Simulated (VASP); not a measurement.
# GaN (I4mm) in VASP: a series of runs

The runs below take GaN through single point, with r2SCAN.

Program: VASP 6.6.1. These are calculated values, not measurements. Logs are shortened: lines on timing, memory, paths and dates and some standing lists are left out, and cuts for length are marked.

## Step 1: The cell of the first run

The structure is tetragonal, space group I4mm (No. 107). The conventional cell has a = 3.020 Å, b = 3.020 Å, c = 4.270 Å, α = 90.00°, β = 90.00°, γ = 90.00°. Ga (site symmetry 4mm) has 5 N at 1.64 to 2.19 Å within 2.2 Å. N (site symmetry 4mm) has 5 Ga at 1.64 to 2.19 Å within 2.2 Å.

## Step 2: Single point, r2SCAN

Contents of POSCAR:

```
GaN
1.0
    0.0000000000      2.1352350000      2.1352350000
    2.1352350000      0.0000000000      2.1352350000
    2.1352350000      2.1352350000      0.0000000000
Ga N
1 1
Direct
    0.1170831314      0.1170831314     -0.1170831314
    0.5000000000      0.5000000000      0.5000000000
```

Contents of INCAR.step1:

```
SYSTEM = GaN
PREC     = Accurate       ! precision mode
ENCUT    = 520            ! plane-wave cutoff, eV
ISMEAR   = 0              ! smearing method
SIGMA    = 0.05           ! smearing width, eV
LREAL    = .False.        ! projectors in reciprocal space
LASPH    = .True.         ! aspherical terms in the spheres
NELM     = 100            ! most SCF steps
NBANDS   = 16             ! bands
GGA      = PE             ! functional
ALGO     = Normal         ! electronic algorithm
EDIFF    = 1E-4           ! SCF threshold, eV
LWAVE    = .True.         ! write WAVECAR
LCHARG   = .False.        ! write CHGCAR
```

Contents of INCAR.step2:

```
SYSTEM = GaN
PREC     = Accurate       ! precision mode
ENCUT    = 520            ! plane-wave cutoff, eV
EDIFF    = 1E-6           ! SCF threshold, eV
ISMEAR   = 0              ! smearing method
SIGMA    = 0.05           ! smearing width, eV
LREAL    = .False.        ! projectors in reciprocal space
LASPH    = .True.         ! aspherical terms in the spheres
NELM     = 100            ! most SCF steps
ALGO     = Normal         ! electronic algorithm
ISIF     = 2              ! what is computed and relaxed
LWAVE    = .False.        ! write WAVECAR
LCHARG   = .False.        ! write CHGCAR
METAGGA  = R2SCAN         ! meta-GGA
LMIXTAU  = .True.       
NBANDS   = 16             ! bands
ISTART   = 1
```

Contents of KPOINTS:

```
regular mesh
0
Gamma
  12 12 12
  0 0 0
```

Potentials or basis: VASP PAW PBE potentials, release 64 (Ga_d, N).

Launch:

```
$ cat potpaw_PBE.64/Ga_d/POTCAR potpaw_PBE.64/N/POTCAR > POTCAR
$ cp INCAR.step1 INCAR
$ mpirun -np 1 vasp_std > vasp.out
$ cp INCAR.step2 INCAR
$ mpirun -np 1 vasp_std > vasp.out
```

OUTCAR:

```text
SYSTEM = GaN
   PREC = Accurate
   ENCUT = 520
   EDIFF = 1E-6
   ISMEAR = 0
   LREAL = .False.
   LASPH = .True.
   NELM = 100
   ISIF = 2
   METAGGA = R2SCAN
   ISTART = 1

 ion  position               nearest neighbor table
   1  0.117  0.117  0.883-   2 1.64   2 2.19   2 2.19   2 2.19   2 2.19
   2  0.500  0.500  0.500-   1 1.64   1 2.19   1 2.19   1 2.19   1 2.19

  LATTYP: Found a face centered cubic cell.
 ALAT       =     4.2704700000

  Lattice vectors:

 A1 = (   0.0000000000,   2.1352350000,   2.1352350000)
 A2 = (   2.1352350000,   0.0000000000,   2.1352350000)
 A3 = (   2.1352350000,   2.1352350000,   0.0000000000)

Analysis of symmetry for initial positions (statically):
=====================================================================
 Subroutine PRICEL returns:
 Original cell was already a primitive cell.

 Routine SETGRP: Setting up the symmetry group for a
 face centered cubic supercell.

 Subroutine GETGRP returns: Found  8 space group operations
 (whereof  8 operations were pure point group operations)
 out of a pool of 48 trial point group operations.

The static configuration has the point symmetry C_4v.

Analysis of symmetry for dynamics (positions and initial velocities):
=====================================================================
 Subroutine PRICEL returns:
 Original cell was already a primitive cell.

 Routine SETGRP: Setting up the symmetry group for a
 face centered cubic supercell.

 Subroutine GETGRP returns: Found  8 space group operations
 (whereof  8 operations were pure point group operations)
 out of a pool of 48 trial point group operations.

The dynamic configuration has the point symmetry C_4v.

 Subroutine INISYM returns: Found  8 space group operations
 (whereof  8 operations are pure point group operations),
 and found     1 'primitive' translations

----------------------------------------------------------------------------------------

                                     Primitive cell

  volume of cell :      19.4700

  direct lattice vectors                    reciprocal lattice vectors
     0.000000000  2.135235000  2.135235000    -0.234166263  0.234166263  0.234166263
     2.135235000  0.000000000  2.135235000     0.234166263 -0.234166263  0.234166263
     2.135235000  2.135235000  0.000000000     0.234166263  0.234166263 -0.234166263

  length of vectors
     3.019678296  3.019678296  3.019678296     0.405587864  0.405587864  0.405587864

  position of ions in fractional coordinates (direct lattice)
     0.117083131  0.117083131  0.882916869
     0.500000000  0.500000000  0.500000000

  ion indices of the primitive-cell ions
   primitive index   ion index
                 1           1
                 2           2

----------------------------------------------------------------------------------------

 KPOINTS: regular mesh

Automatic generation of k-mesh.
 Grid dimensions read from file:
 generate k-points for:   12   12   12

 Generating k-lattice:

  Cartesian coordinates                     Fractional coordinates (reciprocal lattice)
    -0.019513855  0.019513855  0.019513855     0.083333333  0.000000000  0.000000000
     0.019513855 -0.019513855  0.019513855     0.000000000  0.083333333  0.000000000
     0.019513855  0.019513855 -0.019513855     0.000000000  0.000000000  0.083333333

  Length of vectors
     0.033798989  0.033798989  0.033798989

  Shift w.r.t. Gamma in fractional coordinates (k-lattice)
     0.000000000  0.000000000  0.000000000

 Subroutine IBZKPT returns following result:
 ===========================================

 Found    163 irreducible k-points:

 Following reciprocal coordinates:
            Coordinates               Weight
  0.000000  0.000000  0.000000      1.000000
  0.083333  0.000000  0.000000      8.000000
  0.166667  0.000000  0.000000      8.000000
  0.250000  0.000000  0.000000      8.000000
  0.333333  0.000000  0.000000      8.000000
  0.416667  0.000000  0.000000      8.000000
[... 16 lines left out ...]
  0.000000 -0.333333  0.083333     16.000000
 -0.250000  0.083333  0.000000      8.000000
 [... further k-points ...]
   k-points           NKPTS =    163   k-points in BZ     NKDIM =    163   number of bands    NBANDS=     16
   number of dos      NEDOS =    301   number of ions     NIONS =      2
   total plane-waves  NPLWV =  13824
   dimension x,y,z NGX =    24 NGY =   24 NGZ =   24
   dimension x,y,z NGXF=    48 NGYF=   48 NGZF=   48
   ions per type =               1   1
   NGX,Y,Z   is equivalent  to a cutoff of  13.21, 13.21, 13.21 a.u.
   NGXF,Y,Z  is equivalent  to a cutoff of  26.43, 26.43, 26.43 a.u.
 SYSTEM =  GaN
   PREC   = accura    normal or accurate (medium, high low for compatibility)
   ISTART =      1    job   : 0-new  1-cont  2-samecut
   ICHARG =      0    charge: 1-file 2-atom 10-const
   ISPIN  =      1    spin polarized calculation?
   LNONCOLLINEAR =      F non collinear calculations
   LSORBIT =      F    spin-orbit coupling
   LASPH  =      T    aspherical Exc in radial PAW
   ENCUT  =  520.0 eV  38.22 Ry    6.18 a.u.   5.61  5.61  5.61*2*pi/ulx,y,z
   NELM   =    100;   NELMIN=  2; NELMDL=  0     # of ELM steps
   EDIFF  = 0.1E-05   stopping-criterion for ELM
   LREAL  =      F    real-space projection
   EDIFFG = 0.1E-04   stopping-criterion for IOM
   NSW    =      0    number of steps for IOM
   IBRION =     -1    ionic relax: 0-MD 1-quasi-New 2-CG
   NFREE  =      0    steps in history (QN), initial steepest desc. (CG)
   ISIF   =      2    stress and relaxation
   ISYM   =      2    0-nonsym 1-usesym 2-fastsym
   POTIM  = 0.5000    time-step for ionic-motion
   TEBEG  =    0.0;   TEEND  =   0.0 temperature during run
   PSTRESS=    0.0 pullay stress
   NELECT =      18.0000    total number of electrons
   NUPDOWN=      -1.0000    fix difference up-down
   EMIN   =  10.00;   EMAX   =-10.00  energy-range for DOS
   EFERMI =   0.00;   METHOD = LEGACY
   ISMEAR =     0;   SIGMA  =   0.05  broadening in eV -4-tet -1-fermi 0-gaus
   EFERMI_NEDOS =   21; number of points for ismear=-14 and -15
   IALGO  =     38    algorithm
   IMIX   =      4    mixing-type and parameters
     AMIX     =   0.40;   BMIX     =  1.00
     AMIX_MAG =   1.60;   BMIX_MAG =  1.00
  volume/ion in A,a.u.               =       9.74        65.70
  Fermi-wavevector in a.u.,A,eV,Ry     =   1.594814  3.013761 34.605481  2.543431
  Thomas-Fermi vector in A             =   2.692830
   LORBIT       =      0    0 simple, 1 ext, 2 COOP (PROOUT), +10 PAW based schemes
   METAGGA = R2SCAN    functional components
   LHFCALC =     F    Hartree Fock is set to
   AEXX    =    0.0000 exact exchange contribution
   IVDW    =     0    specifies the selected vdW correction
   LEPSILON=     F    determine dielectric tensor
   LRPA    =     F    only Hartree local field effects (RPA)
 non-spin polarized calculation
 Gauss-broadening in eV      SIGMA  =   0.05
  energy-cutoff  :      520.00
  volume of cell :       19.47
 maximum number of plane-waves:       544
   NGX = 11   NGY = 11   NGZ = 11

 number of electron      17.9999998 magnetization

 Free energy of the ion-electron system (eV)
  ---------------------------------------------------
  ext. energy  EPLUGINS =         0.00000000
  ---------------------------------------------------
  free energy    TOTEN  =       -19.87009783 eV

  energy without entropy =      -19.87009783  energy(sigma->0) =      -19.87009783

 E-fermi :   7.5028     XC(G=0): -13.8397

 val. band max:        7.2041575719   @ k =  -0.1667   0.0833   0.0000
 cond. band min:       8.2271390871   @ k =   0.0000   0.5000   0.5000
 fundamental gap:      1.0229815152
 Fermi energy:         7.5027920930

 k-point     1 :       0.0000    0.0000    0.0000
  band No.  band energies     occupation
      1     -11.0527      2.00000
      2      -7.3292      2.00000
      3      -7.3031      2.00000
      4      -7.3031      2.00000
      5      -7.1547      2.00000
      6      -7.0822      2.00000
[... 8 lines left out ...]
     15      25.7025      0.00000
     16      25.9709      0.00000

 k-point     2 :       0.0833    0.0000    0.0000
  band No.  band energies     occupation
      1     -10.9466      2.00000
      2      -7.3258      2.00000
      3      -7.2945      2.00000
      4      -7.2902      2.00000
      5      -7.1492      2.00000
      6      -7.0862      2.00000
[... 8 lines left out ...]
     15      25.3403      0.00000
     16      25.3724      0.00000

 k-point     3 :       0.1667    0.0000    0.0000
  band No.  band energies     occupation
      1     -10.6482      2.00000
      2      -7.3290      2.00000
      3      -7.2795      2.00000
      4      -7.2344      2.00000
      5      -7.1241      2.00000
      6      -7.0884      2.00000
[... 8 lines left out ...]
     15      25.0037      0.00000
     16      25.6531      0.00000

 k-point     4 :       0.2500    0.0000    0.0000
  band No.  band energies     occupation
      1     -10.2239      2.00000
      2      -7.3455      2.00000
      3      -7.2822      2.00000
      4      -7.1364      2.00000
      5      -7.0674      2.00000
      6      -7.0344      2.00000
[... 8 lines left out ...]
     15      25.7377      0.00000
     16      26.2805      0.00000
[... 324 lines left out ...]
 k-point    22 :      -0.3333    0.0833    0.0000
  band No.  band energies     occupation
      1      -9.6855      2.00000
      2      -7.3510      2.00000
      3      -7.3025      2.00000
      4      -7.0828      2.00000
      5      -7.0361      2.00000
      6      -6.4756      2.00000
[... 8 lines left out ...]
     15      26.7600      0.00000
     16      29.7799      0.00000

 k-point    23 :       0.0000   -0.3333    0.0833
  band No.  band energies     occupation
      1      -9.6420      2.00000
      2      -7.3608      2.00000
      3      -7.3142      2.00000
      4      -7.0647      2.00000
      5      -7.0423      2.00000
      6      -6.5462      2.00000
[... 8 lines left out ...]
     15      27.2077      0.00000
     16      28.7413      0.00000

 k-point    24 :      -0.2500    0.0833    0.0000
  band No.  band energies     occupation
      1     -10.0536      2.00000
      2      -7.3334      2.00000
      3      -7.2808      2.00000
      4      -7.1380      2.00000
      5      -7.0859      2.00000
      6      -6.8218      2.00000
[... 8 lines left out ...]
     15      25.0413      0.00000
     16      28.4505      0.00000

 [... further k-points ...]

------------------------ aborting loop because EDIFF is reached ----------------------------------------

  FORCE on cell =-STRESS in cart. coord.  units (eV):
  Direction    XX          YY          ZZ          XY          YZ          ZX
  --------------------------------------------------------------------------------------
  -------------------------------------------------------------------------------------
  Total       -1.4935409     -1.4935409     14.1548147      0.0000000      0.0000000      0.0000000
  in kB     -122.9024838   -122.9024838   1164.7902756      0.0000000      0.0000000      0.0000000
  external PRESSURE =     306.3284360 kB  Pullay stress =       0.0000000 kB

 VOLUME and BASIS-vectors are now :
 -----------------------------------------------------------------------------
  energy-cutoff  :      520.00
  volume of cell :       19.47
      direct lattice vectors                 reciprocal lattice vectors
     0.000000000  2.135235000  2.135235000    -0.234166263  0.234166263  0.234166263
     2.135235000  0.000000000  2.135235000     0.234166263 -0.234166263  0.234166263
     2.135235000  2.135235000  0.000000000     0.234166263  0.234166263 -0.234166263

 POSITION                                       TOTAL-FORCE (eV/Angst)
 -----------------------------------------------------------------------------------
      2.13524      2.13524      0.50000         0.000000      0.000000     -8.039391
      2.13524      2.13524      2.13524         0.000000      0.000000      8.039391
 -----------------------------------------------------------------------------------
    total drift:                                0.000011      0.000011      0.010197

  FREE ENERGIE OF THE ION-ELECTRON SYSTEM (eV)
  ---------------------------------------------------
  free  energy   TOTEN  =       -19.8700978328 eV

  energy  without entropy=      -19.8700978328  energy(sigma->0) =      -19.87009783
```

It took 3.3 min on 1 thread of AMD EPYC 7R43 (Zen 3), shared host; peak memory 0.15 GiB.

Results:

```yaml
Free_energy: -19.8701 eV
Pressure: 30.6 GPa
Largest_force: 8.039 eV/Å
Band_gap_on_the_k_mesh: 1.02 eV (least direct gap 2.40 eV)
```

Forces in eV/Å, atoms in the order of the input:
```
Ga   0.000  0.000 -8.039
N    0.000  0.000  8.039
```

Levels at points of the mesh, in eV from the valence-band top:
```
           k point  band 6  band 7  band 8  band 9  band 10  band 11  band 12  band 13
(0.00, 0.00, 0.00)  -14.29   -0.70   -0.09   -0.09     2.31    12.93    12.93    15.26
(0.50, 0.00, 0.00)  -13.36   -8.06   -0.85   -0.43     5.47     8.69    10.06    12.46
(0.50, 0.50, 0.00)  -11.63   -7.36   -3.07   -3.07     1.53     8.53    13.26    15.56
(0.00, 0.50, 0.50)  -11.74   -6.98   -2.96   -2.24     1.02     6.82    12.69    16.54
```

Caveat: the cell differs from its parent crystal (all Ga atoms moved -0.500 Å, as atom 1 towards its neighbour atom 2 (N) at 2.135 Å); the cell stands under pressure; the PAW data sets were made with another functional, which shifts forces and pressure a little.

## Step 3: Single point, r2SCAN

Changes to POSCAR since step 2:

```diff
@@ -8,3 +8,3 @@
 Direct
-    0.1170831314      0.1170831314     -0.1170831314
+   -0.0878123485     -0.0878123485      0.0878123485
     0.5000000000      0.5000000000      0.5000000000
```

Contents of INCAR.step1:

```
SYSTEM = GaN
  PREC = Accurate
  ENCUT = 520
  ISMEAR = 0
  SIGMA = 0.05
  LREAL = .FALSE.
  LASPH = .TRUE.
  NELM = 100
  NBANDS = 16
  GGA = PE
  ALGO = Normal
  EDIFF = 1E-4
  LWAVE = .TRUE.
  LCHARG = .FALSE.
```

Contents of INCAR.step2:

```
SYSTEM = GaN
  PREC = Accurate
  ENCUT = 520
  EDIFF = 1E-7
  ISMEAR = 0
  SIGMA = 0.05
  LREAL = .FALSE.
  LASPH = .TRUE.
  NELM = 100
  ALGO = Normal
  ISIF = 2
  LWAVE = .FALSE.
  LCHARG = .FALSE.
  METAGGA = R2SCAN
  LMIXTAU = .TRUE.
  NBANDS = 16
  ISTART = 1
```

Contents of KPOINTS:

```
regular mesh
0
G
  12 12 12
  0 0 0
```

Potentials or basis: VASP PAW PBE potentials, release 64 (Ga_d, N).

Launch:

```
$ cat potpaw_PBE.64/Ga_d/POTCAR potpaw_PBE.64/N/POTCAR > POTCAR
$ cp INCAR.step1 INCAR
$ mpirun -np 1 vasp_std > vasp.out
$ cp INCAR.step2 INCAR
$ mpirun -np 1 vasp_std > vasp.out
```

Wall time 4.3 min (1 thread of AMD EPYC 7R43 (Zen 3), shared host); peak memory 0.15 GiB.

The run converged. Its results:

```yaml
Free_energy: -20.5656 eV
Pressure: 11.4 GPa
Largest_force: 3.560 eV/Å
Band_gap_on_the_k_mesh: 0.96 eV (least direct gap 2.59 eV)
```

Forces in eV/Å, atoms in the order of the input:
```
Ga   0.000  0.000  3.560
N    0.000  0.000 -3.560
```

Stress tensor (GPa, compression positive):
```
-11.01   0.00   0.00
  0.00 -11.01   0.00
  0.00   0.00  56.31
```

Levels at points of the mesh, in eV from the valence-band top:
| k point | band 5 | band 6 | band 7 | band 8 | band 9 | band 10 | band 11 | band 12 | band 13 | band 14 |
| --- | --- | --- | --- | --- | --- | --- | --- | --- | --- | --- |
| (0.00, 0.00, 0.00) | -14.36 | -14.29 | -0.64 | -0.25 | -0.25 | 2.34 | 13.55 | 13.55 | 15.25 | 17.11 |
| (0.50, 0.00, 0.00) | -14.16 | -13.67 | -8.13 | -0.66 | -0.33 | 5.42 | 8.87 | 9.86 | 11.61 | 16.75 |
| (0.50, 0.50, 0.00) | -14.12 | -11.64 | -7.25 | -3.04 | -3.04 | 1.24 | 8.49 | 13.11 | 15.42 | 15.42 |
| (0.00, 0.50, 0.50) | -14.12 | -11.75 | -6.98 | -3.01 | -2.56 | 0.96 | 7.42 | 12.72 | 16.08 | 16.77 |

Caveat: the cell differs from its parent crystal (all Ga atoms moved +0.375 Å, as atom 1 towards its neighbour atom 2 (N) at 2.135 Å); the cell stands under pressure; the PAW data sets were made with another functional, which shifts forces and pressure a little. A k mesh can miss the band edges.
